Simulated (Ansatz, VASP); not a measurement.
## Tl in VASP and in Ansatz

The input INCAR:

```
SYSTEM = Tl
ALGO = Normal
EDIFF = 1E-8
ENCUT = 520
GGA = PE
ISIF = 2
ISMEAR = -1
LASPH = .TRUE.
LCHARG = .FALSE.
LEFG = .TRUE.
LREAL = .FALSE.
LWAVE = .FALSE.
NBANDS = 20
NELM = 80
PREC = Accurate
SIGMA = 0.05
```

KPOINTS

```
k-points
0
G
  11 11 6
  0 0 0
```

The input POSCAR:

```
Tl
1.0
    3.4500723807      0.0000000000      0.0000000000
   -1.7250361904      2.9878503266      0.0000000000
    0.0000000000      0.0000000000      5.5702474375
Tl
2
Direct
    0.3333333333      0.6666666667      0.2500000000
    0.6666666667      0.3333333333      0.7500000000
```

Input for Ansatz:

```yaml
crystal:
  lattice:
    - [3.4500723807, 0.0, 0.0]
    - [-1.7250361904, 2.9878503266, 0.0]
    - [0.0, 0.0, 5.5702474375]
  atoms:
    - { symbol: Tl, position: [0.3333333333, 0.6666666667, 0.25] }
    - { symbol: Tl, position: [0.6666666667, 0.3333333333, 0.75] }
kpoints:
  mp_grid: { grid: [11, 11, 6] }
scf:
  occupations: { method: fermi_dirac, width: 0.05 }
hamiltonian:
  xc: pbe
  pseudopotentials: { kind: all_electron, datasets: crystal }
output:
  forces: true
  stress: true
  eigenvalues: true
  efg: { contact_densities: true }
```

Change from the starting cell: volume scaled by 0.96, crystal datasets.

Alike in both runs: task electric field gradients; functional PBE; k mesh 11 × 11 × 6; occupations fermi-dirac, width 0.05 eV; no spin polarisation.

```csv
,VASP,Ansatz
version,VASP 6.6.1,Ansatz 0.2.0
potentials or method,"VASP PAW PBE potentials, release 64 (Tl_d), cutoff 520 eV","all-electron PAW with datasets made for the crystal, scalar-relativistic"
```

Ansatz gave:

- pressure (GPa): 3.0
- traceless stress, the component that is largest in VASP (GPa): -0.13
- size of Vzz on the site where it differs most (V/Å²): 13.4

Question: Which values does VASP return?

Answer: Pressure (GPa): 2.9; traceless stress, the component that is largest in VASP (GPa): -0.14; size of Vzz on the site where it differs most (V/Å²): 12.6.

Ansatz ran all-electron here, and VASP with PAW potentials.

Spin-orbit coupling is off throughout.
